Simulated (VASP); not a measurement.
# Si3N4 (base) (Fd-3m) in VASP: relaxation of the atoms with PBE

Aim: the relaxation of the atoms of Si3N4 (base) with PBE.

Everything below comes from runs of VASP 6.6.1. Logs are shortened: lines on timing, memory, paths and dates and some standing lists are left out, and cuts for length are marked.

## 1. The cell of the first run

Symmetry: Fd-3m, No. 227, cubic system. The conventional cell has a = 7.548 Å, b = 7.548 Å, c = 7.548 Å, α = 90.00°, β = 90.00°, γ = 90.00°. Si (site symmetry -3m) has 6 N at 1.83 Å within 2.4 Å. Within 2.3 Å of Si (site symmetry -43m) lie 4 N at 1.73 Å. Within 2.3 Å of N (site symmetry 3m) lie 4 Si at 1.73 to 1.83 Å.

## 2. Relaxation of the atoms, PBE (volume scaled by 0.91)

INCAR reads:

```
PREC = Accurate ; ENCUT = 520
EDIFF = 1E-7 ; ISMEAR = 0
SIGMA = 0.02 ; LREAL = False
LASPH = True ; NELM = 120
ALGO = Normal ; ISIF = 2
LWAVE = False ; LCHARG = False
GGA = PE ; IBRION = 2
NSW = 50 ; EDIFFG = -0.01
GGA_COMPAT = False ; NELMIN = 4
```

KPOINTS reads:

```
Automatic mesh
0
Gamma
  6 6 6
```

POSCAR reads:

```
Si3N4
1.0
    0.0000000000      3.7740883875      3.7740883875
    3.7740883875      0.0000000000      3.7740883875
    3.7740883875      3.7740883875      0.0000000000
Si N
6 8
Direct
    0.1250000000      0.1250000000      0.6250000000
    0.1250000000      0.6250000000      0.1250000000
    0.6250000000      0.1250000000      0.1250000000
    0.1250000000      0.1250000000      0.1250000000
    0.7500000000      0.7500000000      0.7500000000
    0.5000000000      0.5000000000      0.5000000000
    0.3678690353      0.3678690353      0.3678690353
    0.3536071059      0.8821309647      0.8821309647
    0.8821309647      0.8821309647      0.3536071059
    0.8821309647      0.3536071059      0.8821309647
    0.3678690353      0.3678690353      0.8963928941
    0.3678690353      0.8963928941      0.3678690353
    0.8821309647      0.8821309647      0.8821309647
    0.8963928941      0.3678690353      0.3678690353
```

Potentials or basis: VASP PAW PBE potentials, release 64 (Si, N).

Command:

```console
$ cat potpaw_PBE.64/Si/POTCAR potpaw_PBE.64/N/POTCAR > POTCAR
$ mpirun -np 1 vasp_std > vasp.out
```

OUTCAR:

```text
PREC = Accurate
   ENCUT = 520
   EDIFF = 1E-7
   ISMEAR = 0
   LREAL = False
   LASPH = True
   NELM = 120
   ISIF = 2
   GGA = PE
   IBRION = 2
   NSW = 50
   EDIFFG = -0.01
   NELMIN = 4

 ion  position               nearest neighbor table
   1  0.125  0.125  0.625-   8 1.83  10 1.83   7 1.83  12 1.83  14 1.83  13 1.83   4 2.67   2 2.67
                             3 2.67   4 2.67   2 2.67   3 2.67   6 3.13   5 3.13   5 3.13   6 3.13
   2  0.125  0.625  0.125-   8 1.83   9 1.83   7 1.83  11 1.83  14 1.83  13 1.83   4 2.67   1 2.67
                             1 2.67   3 2.67   4 2.67   3 2.67   6 3.13   5 3.13   5 3.13   6 3.13
   3  0.625  0.125  0.125-   9 1.83  10 1.83   7 1.83  11 1.83  12 1.83  13 1.83   4 2.67   1 2.67
                             2 2.67   1 2.67   2 2.67   4 2.67   6 3.13   5 3.13   6 3.13   5 3.13
   4  0.125  0.125  0.125-  12 1.83  14 1.83  11 1.83   8 1.83   9 1.83  10 1.83   1 2.67   2 2.67
                             3 2.67   1 2.67   2 2.67   3 2.67   5 3.13   6 3.13   5 3.13   6 3.13
   5  0.750  0.750  0.750-  13 1.73   9 1.73  10 1.73   8 1.73   2 3.13   3 3.13   1 3.13   4 3.13
                             1 3.13   3 3.13   4 3.13   1 3.13   2 3.13   4 3.13   3 3.13   2 3.13
   6  0.500  0.500  0.500-  11 1.73  12 1.73  14 1.73   7 1.73   2 3.13   3 3.13   1 3.13   1 3.13
                             2 3.13   4 3.13   1 3.13   3 3.13   4 3.13   4 3.13   2 3.13   3 3.13
   7  0.368  0.368  0.368-   6 1.73   2 1.83   3 1.83   1 1.83
   8  0.354  0.882  0.882-   5 1.73   2 1.83   1 1.83   4 1.83
   9  0.882  0.882  0.354-   5 1.73   3 1.83   2 1.83   4 1.83
  10  0.882  0.354  0.882-   5 1.73   3 1.83   1 1.83   4 1.83
  11  0.368  0.368  0.896-   6 1.73   4 1.83   2 1.83   3 1.83
  12  0.368  0.896  0.368-   6 1.73   4 1.83   1 1.83   3 1.83
  13  0.882  0.882  0.882-   5 1.73   2 1.83   3 1.83   1 1.83
  14  0.896  0.368  0.368-   6 1.73   4 1.83   1 1.83   2 1.83

  LATTYP: Found a face centered cubic cell.
 ALAT       =     7.5481767750

  Lattice vectors:

 A1 = (   0.0000000000,   3.7740883875,   3.7740883875)
 A2 = (   3.7740883875,   0.0000000000,   3.7740883875)
 A3 = (   3.7740883875,   3.7740883875,   0.0000000000)

Analysis of symmetry for initial positions (statically):
=====================================================================
 Subroutine PRICEL returns:
 Original cell was already a primitive cell.

 Routine SETGRP: Setting up the symmetry group for a
 face centered cubic supercell.

 Subroutine GETGRP returns: Found 48 space group operations
 (whereof 24 operations were pure point group operations)
 out of a pool of 48 trial point group operations.

The static configuration has the point symmetry T_d .
 The point group associated with its full space group is O_h .

Analysis of symmetry for dynamics (positions and initial velocities):
=====================================================================
 Subroutine PRICEL returns:
 Original cell was already a primitive cell.

 Routine SETGRP: Setting up the symmetry group for a
 face centered cubic supercell.

 Subroutine GETGRP returns: Found 48 space group operations
 (whereof 24 operations were pure point group operations)
 out of a pool of 48 trial point group operations.

The dynamic configuration has the point symmetry T_d .
 The point group associated with its full space group is O_h .

 Subroutine INISYM returns: Found 48 space group operations
 (whereof 24 operations are pure point group operations),
 and found     1 'primitive' translations

----------------------------------------------------------------------------------------

                                     Primitive cell

  volume of cell :     107.5143

  direct lattice vectors                    reciprocal lattice vectors
     0.000000000  3.774088387  3.774088387    -0.132482324  0.132482324  0.132482324
     3.774088387  0.000000000  3.774088387     0.132482324 -0.132482324  0.132482324
     3.774088387  3.774088387  0.000000000     0.132482324  0.132482324 -0.132482324

  length of vectors
     5.337366983  5.337366983  5.337366983     0.229466116  0.229466116  0.229466116

  position of ions in fractional coordinates (direct lattice)
     0.125000000  0.125000000  0.625000000
     0.125000000  0.625000000  0.125000000
     0.625000000  0.125000000  0.125000000
     0.125000000  0.125000000  0.125000000
     0.750000000  0.750000000  0.750000000
     0.500000000  0.500000000  0.500000000
     0.367869035  0.367869035  0.367869035
     0.353607106  0.882130965  0.882130965
     0.882130965  0.882130965  0.353607106
     0.882130965  0.353607106  0.882130965
     0.367869035  0.367869035  0.896392894
     0.367869035  0.896392894  0.367869035
     0.882130965  0.882130965  0.882130965
     0.896392894  0.367869035  0.367869035

  ion indices of the primitive-cell ions
   primitive index   ion index
                 1           1
                 2           2
                 3           3
                 4           4
                 5           5
                 6           6
                 7           7
                 8           8
                 9           9
                10          10
                11          11
                12          12
                13          13
                14          14

----------------------------------------------------------------------------------------

 KPOINTS: Automatic mesh

Automatic generation of k-mesh.
 Grid dimensions read from file:
 generate k-points for:    6    6    6

 Generating k-lattice:

  Cartesian coordinates                     Fractional coordinates (reciprocal lattice)
    -0.022080387  0.022080387  0.022080387     0.166666667  0.000000000  0.000000000
     0.022080387 -0.022080387  0.022080387     0.000000000  0.166666667  0.000000000
     0.022080387  0.022080387 -0.022080387     0.000000000  0.000000000  0.166666667

  Length of vectors
     0.038244353  0.038244353  0.038244353

  Shift w.r.t. Gamma in fractional coordinates (k-lattice)
     0.000000000  0.000000000  0.000000000

 Subroutine IBZKPT returns following result:
 ===========================================

 Found     16 irreducible k-points:

 Following reciprocal coordinates:
            Coordinates               Weight
  0.000000  0.000000  0.000000      1.000000
  0.166667  0.000000  0.000000      8.000000
  0.333333  0.000000  0.000000      8.000000
  0.500000  0.000000  0.000000      4.000000
  0.166667  0.166667  0.000000      6.000000
  0.333333  0.166667  0.000000     24.000000
[... 8 lines left out ...]
 -0.333333  0.333333  0.166667     24.000000
 -0.333333  0.500000  0.166667     12.000000
   k-points           NKPTS =     16   k-points in BZ     NKDIM =     16   number of bands    NBANDS=     40
   number of dos      NEDOS =    301   number of ions     NIONS =     14
   total plane-waves  NPLWV =  64000
   dimension x,y,z NGX =    40 NGY =   40 NGZ =   40
   dimension x,y,z NGXF=    80 NGYF=   80 NGZF=   80
   ions per type =               6   8
   NGX,Y,Z   is equivalent  to a cutoff of  12.46, 12.46, 12.46 a.u.
   NGXF,Y,Z  is equivalent  to a cutoff of  24.92, 24.92, 24.92 a.u.
 SYSTEM =  unknown system
   PREC   = accura    normal or accurate (medium, high low for compatibility)
   ISTART =      0    job   : 0-new  1-cont  2-samecut
   ICHARG =      2    charge: 1-file 2-atom 10-const
   ISPIN  =      1    spin polarized calculation?
   LNONCOLLINEAR =      F non collinear calculations
   LSORBIT =      F    spin-orbit coupling
   LASPH  =      T    aspherical Exc in radial PAW
   ENCUT  =  520.0 eV  38.22 Ry    6.18 a.u.   9.92  9.92  9.92*2*pi/ulx,y,z
   NELM   =    120;   NELMIN=  4; NELMDL= -5     # of ELM steps
   EDIFF  = 0.1E-06   stopping-criterion for ELM
   LREAL  =      F    real-space projection
   EDIFFG = -.1E-01   stopping-criterion for IOM
   NSW    =     50    number of steps for IOM
   IBRION =      2    ionic relax: 0-MD 1-quasi-New 2-CG
   NFREE  =      1    steps in history (QN), initial steepest desc. (CG)
   ISIF   =      2    stress and relaxation
   ISYM   =      2    0-nonsym 1-usesym 2-fastsym
   POTIM  = 0.5000    time-step for ionic-motion
   TEBEG  =    0.0;   TEEND  =   0.0 temperature during run
   PSTRESS=    0.0 pullay stress
   NELECT =      64.0000    total number of electrons
   NUPDOWN=      -1.0000    fix difference up-down
   EMIN   =  10.00;   EMAX   =-10.00  energy-range for DOS
   EFERMI =   0.00;   METHOD = LEGACY
   ISMEAR =     0;   SIGMA  =   0.02  broadening in eV -4-tet -1-fermi 0-gaus
   EFERMI_NEDOS =   21; number of points for ismear=-14 and -15
   IALGO  =     38    algorithm
   IMIX   =      4    mixing-type and parameters
     AMIX     =   0.40;   BMIX     =  1.00
     AMIX_MAG =   1.60;   BMIX_MAG =  1.00
  volume/ion in A,a.u.               =       7.68        51.82
  Fermi-wavevector in a.u.,A,eV,Ry     =   1.377144  2.602425 25.803805  1.896526
  Thomas-Fermi vector in A             =   2.502324
   LORBIT       =      0    0 simple, 1 ext, 2 COOP (PROOUT), +10 PAW based schemes
   GGA     = PE    functional components
   LHFCALC =     F    Hartree Fock is set to
   AEXX    =    0.0000 exact exchange contribution
   IVDW    =     0    specifies the selected vdW correction
   LEPSILON=     F    determine dielectric tensor
   LRPA    =     F    only Hartree local field effects (RPA)
 conjugate gradient relaxation of ions
 non-spin polarized calculation
 Gauss-broadening in eV      SIGMA  =   0.02
  energy-cutoff  :      520.00
  volume of cell :      107.51
 maximum number of plane-waves:      2914
   NGX = 19   NGY = 19   NGZ = 19

--------------------------------------- Ionic step        1  -------------------------------------------

 number of electron      64.0000000 magnetization

 Free energy of the ion-electron system (eV)
  ---------------------------------------------------
  ext. energy  EPLUGINS =         0.00000000
  ---------------------------------------------------
  free energy    TOTEN  =      -111.45742966 eV

  energy without entropy =     -111.45742966  energy(sigma->0) =     -111.45742966

------------------------ aborting loop because EDIFF is reached ----------------------------------------

  FORCE on cell =-STRESS in cart. coord.  units (eV):
  Direction    XX          YY          ZZ          XY          YZ          ZX
  --------------------------------------------------------------------------------------
  -------------------------------------------------------------------------------------
  Total       22.4514566     22.4514566     22.4514566      0.0000000     -0.0000000      0.0000000
  in kB      334.5714725    334.5714725    334.5714725      0.0000000     -0.0000000      0.0000000
  external PRESSURE =     334.5714725 kB  Pullay stress =       0.0000000 kB
[... 81 lines left out ...]
  energy  without entropy=     -111.4551050852  energy(sigma->0) =     -111.45510509

--------------------------------------- Ionic step        3  -------------------------------------------

 number of electron      64.0000000 magnetization

 Free energy of the ion-electron system (eV)
  ---------------------------------------------------
  ext. energy  EPLUGINS =         0.00000000
  ---------------------------------------------------
  free energy    TOTEN  =      -111.45845318 eV

  energy without entropy =     -111.45845318  energy(sigma->0) =     -111.45845318

 E-fermi :  10.5506     XC(G=0): -12.6742

 val. band max:       10.3791125229   @ k =  -0.1667   0.1667   0.0000
 cond. band min:      14.0893138899   @ k =   0.0000   0.0000   0.0000
 fundamental gap:      3.7102013670
 Fermi energy:        10.5505864983

 k-point     1 :       0.0000    0.0000    0.0000
  band No.  band energies     occupation
      1      -9.3383      2.00000
      2      -5.6918      2.00000
      3      -4.7097      2.00000
      4      -4.7097      2.00000
      5      -4.7097      2.00000
      6      -3.5895      2.00000
[... 718 lines left out ...]
  FREE ENERGIE OF THE ION-ELECTRON SYSTEM (eV)
  ---------------------------------------------------
  free  energy   TOTEN  =      -111.4584531817 eV

  energy  without entropy=     -111.4584531817  energy(sigma->0) =     -111.45845318

 reached required accuracy - stopping structural energy minimisation
```

Run time: 4 min. Hardware: 1 thread of AMD EPYC 7R13, shared host; peak memory 0.22 GiB.

What came out:

* Free energy: -111.4585 eV
* Energy gained by relaxing: 0.1 meV/atom
* Ionic steps: 3
* Pressure after relaxing: 33.4 GPa
* Band gap on the k mesh: 3.71 eV, indirect (least direct gap 3.72 eV)

The path:
| step | energy change (eV) | largest force (eV/Å) | pressure (GPa) |
| --- | --- | --- | --- |
| 1 | 0.0000 | 0.1220 | 33.46 |
| 2 | 0.0023 | 0.2210 | 33.23 |
| 3 | -0.0010 | 0.0003 | 33.37 |

Final structure:
```
CELL_PARAMETERS angstrom
0.00000 3.77409 3.77409
3.77409 0.00000 3.77409
3.77409 3.77409 0.00000
ATOMIC_POSITIONS crystal
Si 0.12500 0.12500 0.62500
Si 0.12500 0.62500 0.12500
Si 0.62500 0.12500 0.12500
Si 0.12500 0.12500 0.12500
Si 0.75000 0.75000 0.75000
Si 0.50000 0.50000 0.50000
N 0.36803 0.36803 0.36803
N 0.35409 0.88197 0.88197
N 0.88197 0.88197 0.35409
N 0.88197 0.35409 0.88197
N 0.36803 0.36803 0.89591
N 0.36803 0.89591 0.36803
N 0.88197 0.88197 0.88197
N 0.89591 0.36803 0.36803
```

Levels at points of the mesh, in eV from the valence-band top:
```csv
k point,band 29,band 30,band 31,band 32,band 33,band 34,band 35,band 36
"(0.00, 0.00, 0.00)",-0.24,-0.01,-0.01,-0.01,3.71,3.71,3.71,5.43
"(0.50, 0.00, 0.00)",-0.49,-0.49,-0.43,-0.43,5.33,6.05,6.05,7.02
"(0.50, 0.50, 0.00)",-1.21,-1.21,-0.55,-0.55,7.08,7.08,7.40,7.40
```

 A k mesh can miss the band edges.
